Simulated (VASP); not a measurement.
# Al (Fm-3m) in VASP: notebook, part 2 of 2

VASP 6.6.1. Earlier steps stand in the parts before.

## Step 3: Single point, PBE

Input file INCAR:

```
ALGO = Normal ; EDIFF = 1E-6
ENCUT = 520 ; GGA = PE
ISIF = 2 ; ISMEAR = 0
LASPH = T ; LCHARG = F
LREAL = F ; LWAVE = F
NBANDS = 8 ; NELM = 60
PREC = Accurate ; SIGMA = 0.1
```

Input file KPOINTS:

```
k-points
0
Gamma
  34 34 34
```

Input file POSCAR:

```
Al
1.0
    0.0000000000      2.0201127739      2.0201127739
    2.0201127739      0.0000000000      2.0201127739
    2.0201127739      2.0201127739      0.0000000000
Al
1
Direct
    0.0000000000      0.0000000000      0.0000000000
```

Potentials or basis: VASP PAW PBE potentials, release 64 (Al).

Command:

```
$ cat potpaw_PBE.64/Al/POTCAR > POTCAR
$ mpirun -np 1 vasp_std > vasp.out
```

OUTCAR:

```text
EDIFF = 1E-6
   ENCUT = 520
   GGA = PE
   ISIF = 2
   ISMEAR = 0
   LASPH = T
   LREAL = F
   NELM = 60
   PREC = Accurate

 ion  position               nearest neighbor table
   1  0.000  0.000  0.000-

  LATTYP: Found a face centered cubic cell.
 ALAT       =     4.0402255478

  Lattice vectors:

 A1 = (   0.0000000000,   2.0201127739,   2.0201127739)
 A2 = (   2.0201127739,   0.0000000000,   2.0201127739)
 A3 = (   2.0201127739,   2.0201127739,   0.0000000000)

Analysis of symmetry for initial positions (statically):
=====================================================================
 Subroutine PRICEL returns:
 Original cell was already a primitive cell.

 Routine SETGRP: Setting up the symmetry group for a
 face centered cubic supercell.

 Subroutine GETGRP returns: Found 48 space group operations
 (whereof 48 operations were pure point group operations)
 out of a pool of 48 trial point group operations.

The static configuration has the point symmetry O_h .

Analysis of symmetry for dynamics (positions and initial velocities):
=====================================================================
 Subroutine PRICEL returns:
 Original cell was already a primitive cell.

 Routine SETGRP: Setting up the symmetry group for a
 face centered cubic supercell.

 Subroutine GETGRP returns: Found 48 space group operations
 (whereof 48 operations were pure point group operations)
 out of a pool of 48 trial point group operations.

The dynamic configuration has the point symmetry O_h .

 Subroutine INISYM returns: Found 48 space group operations
 (whereof 48 operations are pure point group operations),
 and found     1 'primitive' translations

----------------------------------------------------------------------------------------

                                     Primitive cell

  volume of cell :      16.4876

  direct lattice vectors                    reciprocal lattice vectors
     0.000000000  2.020112774  2.020112774    -0.247510934  0.247510934  0.247510934
     2.020112774  0.000000000  2.020112774     0.247510934 -0.247510934  0.247510934
     2.020112774  2.020112774  0.000000000     0.247510934  0.247510934 -0.247510934

  length of vectors
     2.856870882  2.856870882  2.856870882     0.428701514  0.428701514  0.428701514

  position of ions in fractional coordinates (direct lattice)
     0.000000000  0.000000000  0.000000000

  ion indices of the primitive-cell ions
   primitive index   ion index
                 1           1

----------------------------------------------------------------------------------------

 KPOINTS: k-points

Automatic generation of k-mesh.
 Grid dimensions read from file:
 generate k-points for:   34   34   34

 Generating k-lattice:

  Cartesian coordinates                     Fractional coordinates (reciprocal lattice)
    -0.007279733  0.007279733  0.007279733     0.029411765  0.000000000  0.000000000
     0.007279733 -0.007279733  0.007279733     0.000000000  0.029411765  0.000000000
     0.007279733  0.007279733 -0.007279733     0.000000000  0.000000000  0.029411765

  Length of vectors
     0.012608868  0.012608868  0.012608868

  Shift w.r.t. Gamma in fractional coordinates (k-lattice)
     0.000000000  0.000000000  0.000000000

 Subroutine IBZKPT returns following result:
 ===========================================

 Found   1059 irreducible k-points:

 Following reciprocal coordinates:
            Coordinates               Weight
  0.000000  0.000000  0.000000      1.000000
  0.029412  0.000000  0.000000      8.000000
  0.058824  0.000000  0.000000      8.000000
  0.088235  0.000000  0.000000      8.000000
  0.117647  0.000000  0.000000      8.000000
  0.147059  0.000000  0.000000      8.000000
[... 16 lines left out ...]
  0.147059  0.029412  0.000000     24.000000
  0.176471  0.029412  0.000000     24.000000
 [... further k-points ...]
   k-points           NKPTS =   1059   k-points in BZ     NKDIM =   1059   number of bands    NBANDS=      8
   number of dos      NEDOS =    301   number of ions     NIONS =      1
   total plane-waves  NPLWV =  13824
   dimension x,y,z NGX =    24 NGY =   24 NGZ =   24
   dimension x,y,z NGXF=    48 NGYF=   48 NGZF=   48
   ions per type =               1
   NGX,Y,Z   is equivalent  to a cutoff of  13.97, 13.97, 13.97 a.u.
   NGXF,Y,Z  is equivalent  to a cutoff of  27.93, 27.93, 27.93 a.u.
 SYSTEM =  unknown system
   PREC   = accura    normal or accurate (medium, high low for compatibility)
   ISTART =      0    job   : 0-new  1-cont  2-samecut
   ICHARG =      2    charge: 1-file 2-atom 10-const
   ISPIN  =      1    spin polarized calculation?
   LNONCOLLINEAR =      F non collinear calculations
   LSORBIT =      F    spin-orbit coupling
   LASPH  =      T    aspherical Exc in radial PAW
   ENCUT  =  520.0 eV  38.22 Ry    6.18 a.u.   5.31  5.31  5.31*2*pi/ulx,y,z
   NELM   =     60;   NELMIN=  2; NELMDL= -5     # of ELM steps
   EDIFF  = 0.1E-05   stopping-criterion for ELM
   LREAL  =      F    real-space projection
   EDIFFG = 0.1E-04   stopping-criterion for IOM
   NSW    =      0    number of steps for IOM
   IBRION =     -1    ionic relax: 0-MD 1-quasi-New 2-CG
   NFREE  =      0    steps in history (QN), initial steepest desc. (CG)
   ISIF   =      2    stress and relaxation
   ISYM   =      2    0-nonsym 1-usesym 2-fastsym
   POTIM  = 0.5000    time-step for ionic-motion
   TEBEG  =    0.0;   TEEND  =   0.0 temperature during run
   PSTRESS=    0.0 pullay stress
   NELECT =       3.0000    total number of electrons
   NUPDOWN=      -1.0000    fix difference up-down
   EMIN   =  10.00;   EMAX   =-10.00  energy-range for DOS
   EFERMI =   0.00;   METHOD = LEGACY
   ISMEAR =     0;   SIGMA  =   0.10  broadening in eV -4-tet -1-fermi 0-gaus
   EFERMI_NEDOS =   21; number of points for ismear=-14 and -15
   IALGO  =     38    algorithm
   IMIX   =      4    mixing-type and parameters
     AMIX     =   0.40;   BMIX     =  1.00
     AMIX_MAG =   1.60;   BMIX_MAG =  1.00
  volume/ion in A,a.u.               =      16.49       111.26
  Fermi-wavevector in a.u.,A,eV,Ry     =   0.927676  1.753053 11.708938  0.860583
  Thomas-Fermi vector in A             =   2.053771
   LORBIT       =      0    0 simple, 1 ext, 2 COOP (PROOUT), +10 PAW based schemes
   GGA     = PE    functional components
   LHFCALC =     F    Hartree Fock is set to
   AEXX    =    0.0000 exact exchange contribution
   IVDW    =     0    specifies the selected vdW correction
   LEPSILON=     F    determine dielectric tensor
   LRPA    =     F    only Hartree local field effects (RPA)
 non-spin polarized calculation
 Gauss-broadening in eV      SIGMA  =   0.10
  energy-cutoff  :      520.00
  volume of cell :       16.49
 maximum number of plane-waves:       459
 NGX is ok and might be reduce to    24
   NGX = 11   NGY = 11   NGZ = 11

 number of electron       3.0000000 magnetization

 Free energy of the ion-electron system (eV)
  ---------------------------------------------------
  ext. energy  EPLUGINS =         0.00000000
  ---------------------------------------------------
  free energy    TOTEN  =        -3.74658751 eV

  energy without entropy =       -3.74430344  energy(sigma->0) =       -3.74544547

 E-fermi :   8.0248     XC(G=0): -10.1994

 val. band max:        8.0233514502   @ k =   0.3824   0.0882   0.0000
 cond. band min:       8.0268294331   @ k =  -0.4118   0.3529   0.0000
 fundamental gap:      0.0034779829
 Fermi energy:         8.0248131349

 k-point     1 :       0.0000    0.0000    0.0000
  band No.  band energies     occupation
      1      -3.1318      2.00000
      2      20.6312      0.00000
      3      20.6312      0.00000
      4      20.6312      0.00000
      5      22.1287      0.00000
      6      22.1287      0.00000
      7      22.1287      0.00000
      8      24.4790      0.00000

 k-point     2 :       0.0294    0.0000    0.0000
  band No.  band energies     occupation
      1      -3.1082      2.00000
      2      20.0532      0.00000
      3      20.5270      0.00000
      4      20.5270      0.00000
      5      22.2699      0.00000
      6      22.2699      0.00000
      7      22.4372      0.00000
      8      24.7316      0.00000
[... 221 lines left out ...]
 k-point    23 :       0.1471    0.0294    0.0000
  band No.  band energies     occupation
      1      -2.5993      2.00000
      2      15.8419      0.00000
      3      19.0182      0.00000
      4      19.8936      0.00000
      5      22.9313      0.00000
      6      23.2728      0.00000
      7      24.4242      0.00000
      8      24.7198      0.00000

 k-point    24 :       0.1765    0.0294    0.0000
  band No.  band energies     occupation
      1      -2.3572      2.00000
      2      14.6660      0.00000
      3      18.7867      0.00000
      4      19.6919      0.00000
      5      22.8514      0.00000
      6      23.4342      0.00000
      7      24.5023      0.00000
      8      24.6119      0.00000

 [... further k-points ...]
[... 5 lines left out ...]
  --------------------------------------------------------------------------------------
  -------------------------------------------------------------------------------------
  Total       -0.0046989     -0.0046989     -0.0046989      0.0000000      0.0000000      0.0000000
  in kB       -0.4566105     -0.4566105     -0.4566105      0.0000000      0.0000000      0.0000000
  external PRESSURE =      -0.4566105 kB  Pullay stress =       0.0000000 kB

 VOLUME and BASIS-vectors are now :
 -----------------------------------------------------------------------------
  energy-cutoff  :      520.00
  volume of cell :       16.49
      direct lattice vectors                 reciprocal lattice vectors
     0.000000000  2.020112774  2.020112774    -0.247510934  0.247510934  0.247510934
     2.020112774  0.000000000  2.020112774     0.247510934 -0.247510934  0.247510934
     2.020112774  2.020112774  0.000000000     0.247510934  0.247510934 -0.247510934

 POSITION                                       TOTAL-FORCE (eV/Angst)
 -----------------------------------------------------------------------------------
      0.00000      0.00000      0.00000         0.000000      0.000000      0.000000
 -----------------------------------------------------------------------------------
    total drift:                               -0.000000      0.000000     -0.000000

  FREE ENERGIE OF THE ION-ELECTRON SYSTEM (eV)
  ---------------------------------------------------
  free  energy   TOTEN  =        -3.7465875072 eV

  energy  without entropy=       -3.7443034393  energy(sigma->0) =       -3.74544547
```

OSZICAR:

```text
N       E                     dE             d eps       ncg     rms          rms(c)
DAV:   1    -0.230781101858E+01   -0.23078E+01   -0.87237E+02 17032   0.205E+02
DAV:   2    -0.376137696773E+01   -0.14536E+01   -0.14071E+01 23664   0.188E+01
DAV:   3    -0.376915997127E+01   -0.77830E-02   -0.77721E-02 21824   0.152E+00
DAV:   4    -0.376917914809E+01   -0.19177E-04   -0.19176E-04 26584   0.665E-02
DAV:   5    -0.376917919427E+01   -0.46172E-07   -0.45169E-07 22080   0.180E-03    0.130E+00
DAV:   6    -0.375612105544E+01    0.13058E-01   -0.16562E-03 22752   0.194E-01    0.759E-01
DAV:   7    -0.374659439003E+01    0.95267E-02   -0.49716E-03 22080   0.315E-01    0.147E-01
DAV:   8    -0.374658942755E+01    0.49625E-05   -0.13370E-05 24112   0.262E-02    0.842E-03
DAV:   9    -0.374658786052E+01    0.15670E-05   -0.84324E-07 24216   0.405E-03    0.680E-04
DAV:  10    -0.374658750722E+01    0.35331E-06   -0.35247E-09 15408   0.421E-04
   1 F= -.37465875E+01 E0= -.37454455E+01  d E =-.228407E-02
```

It took 2.4 min on 1 thread of Intel Xeon 8259CL, shared host; peak memory 0.23 GiB.

Results:

```
Free energy : -3.7466 eV
Pressure    : 0.0 GPa
```
